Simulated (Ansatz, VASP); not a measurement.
## SnO in VASP and in Ansatz

Contents of INCAR:

```
SYSTEM = SnO
ALGO = Normal ; EDIFF = 1E-6
ENCUT = 520 ; GGA = PS
ISIF = 2 ; ISMEAR = 0
LASPH = .TRUE. ; LCHARG = .FALSE.
LREAL = .FALSE. ; LWAVE = .FALSE.
NBANDS = 50 ; NELM = 100
PREC = Accurate ; SIGMA = 0.05
```

Contents of KPOINTS:

```
k-points
0
G
  7 8 3
  0 0 0
```

POSCAR

```
SnO
1.0
    0.0000000000      0.0000000000     -3.8941645687
   -3.3156086772      0.0000000000      0.0000000000
    0.0000000000     11.1100010796      0.0000000000
Sn O
4 4
Direct
    0.4738257379      0.0000000000      0.8903025390
    0.4738257379      0.0000000000      0.3768011902
    0.9738257379      0.5000000000      0.1367001586
    0.9738257379      0.5000000000      0.6502015075
    0.2761732621      0.0000000000      0.1978811492
    0.2761732621      0.0000000000      0.7113824980
    0.7761732621      0.5000000000      0.8291215485
    0.7761732621      0.5000000000      0.3156201996
```

Input for Ansatz:

```yaml
crystal:
  lattice:
    - [0.0, 0.0, -3.8941645687]
    - [-3.3156086772, 0.0, 0.0]
    - [0.0, 11.1100010796, 0.0]
  atoms:
    - { symbol: Sn, position: [0.4738257379, 0.0, 0.890302539] }
    - { symbol: Sn, position: [0.4738257379, 0.0, 0.3768011902] }
    - { symbol: Sn, position: [0.9738257379, 0.5, 0.1367001586] }
    - { symbol: Sn, position: [0.9738257379, 0.5, 0.6502015075] }
    - { symbol: O, position: [0.2761732621, 0.0, 0.1978811492] }
    - { symbol: O, position: [0.2761732621, 0.0, 0.711382498] }
    - { symbol: O, position: [0.7761732621, 0.5, 0.8291215485] }
    - { symbol: O, position: [0.7761732621, 0.5, 0.3156201996] }
basis:
  ecutwfc: 420
kpoints:
  mp_grid: { grid: [7, 8, 3] }
hamiltonian:
  xc: pbesol
scf:
  occupations: { method: gaussian, width: 0.05 }
output:
  forces: true
  stress: true
  eigenvalues: true
```

Alike in both runs: task single point; functional PBEsol; k mesh 7 × 8 × 3; occupations gaussian, width 0.05 eV; no spin polarisation.

|  | VASP | Ansatz |
| --- | --- | --- |
| version | VASP 6.6.1 | Ansatz 0.2.0 |
| potentials or method | VASP PAW PBE potentials, release 64 (Sn_d, O), cutoff 520 eV | scalar-relativistic, plane waves, PAW |
| valence electrons in the cell | 80 | 80 |

```tsv
	VASP	Ansatz	Ansatz less VASP
gap on the k mesh at the Fermi level (eV)	1.09	1.10	+0.011
least direct gap on the mesh (eV)	1.67	1.69	+0.012
pressure (GPa)	0.6	0.4	-0.24
traceless stress, the component that is largest in VASP (GPa)	0.64	0.59	-0.050
rms of the force components (eV/Å)	0.041	0.047	+0.0057
```

VASP's potentials were made for PBE, not for PBEsol. Atom by atom the forces differ by 0.036 eV/Å (rms over components).
